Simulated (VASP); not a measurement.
Wanted: the native input for a VASP 6.6.1 run.

| Property | Result |
| --- | --- |
| Task | relaxation of cell and atoms |
| Functional | PBE |
| Potentials or basis | VASP PAW PBE potentials, release 64 (B) |
| Cutoff | 600 eV |
| k mesh | 25 × 25 × 23 |
| Occupations | fermi-dirac, width 0.1 eV |
| Spin | no spin polarisation |
| Target pressure | 330 GPa |
| Dipole correction | no |
| Further INCAR settings | ALGO = Normal; EDIFF = 1e-07; IBRION = 2; EDIFFG = -0.005; NSW = 32; ISIF = 3 |

The structure of B lies in POSCAR:

```
B
1.0
    1.6017566074      0.0000000000      0.0000000000
   -0.8008783037      1.3871619127      0.0000000000
    0.0000000000      0.0000000000      1.6999543338
B
1
Direct
    0.0000000000      0.0000000000      0.0000000000
```

This isn't the form of B at room conditions, which is rhombohedral.

These files were run (other wordings do the same):

INCAR

```
SYSTEM = B
ALGO = Normal
EDIFF = 1E-7
EDIFFG = -0.005
ENCUT = 600
GGA = PE
IBRION = 2
ISIF = 3
ISMEAR = -1
LASPH = .TRUE.
LCHARG = .FALSE.
LREAL = .FALSE.
LWAVE = .FALSE.
NELM = 80
NSW = 32
PREC = Accurate
PSTRESS = 3300.0
SIGMA = 0.1
```

KPOINTS

```
k-points
0
G
  25 25 23
  0 0 0
```

Potentials or basis: VASP PAW PBE potentials, release 64 (B).

Command:

```bash
$ cat potpaw_PBE.64/B/POTCAR > POTCAR
$ mpirun -np 1 vasp_std > vasp.out
```

Results of the run:

The relaxed volume is 3.78 Å³/atom. The relaxed cell is a = 1.602 Å, b = 1.602 Å, c = 1.700 Å, α = 90.00°, β = 90.00°, γ = 120.00°, the space group after relaxing (to 0.1 Å) is P6/mmm (No. 191) and the energy change on relaxing (the run minimises the enthalpy) is -5.4 meV/atom. The ionic steps are 4, the pressure after relaxing is 330.0 GPa and the band gap on the k mesh is zero (an odd number of electrons rules out a gap without spin polarisation).

Caveat: the cell is relaxed towards a set pressure, so the run minimises the enthalpy, not the energy.

It took 34 s on 1 thread of AMD EPYC 7R13, with other jobs on the host, peak memory 0.09 GiB.
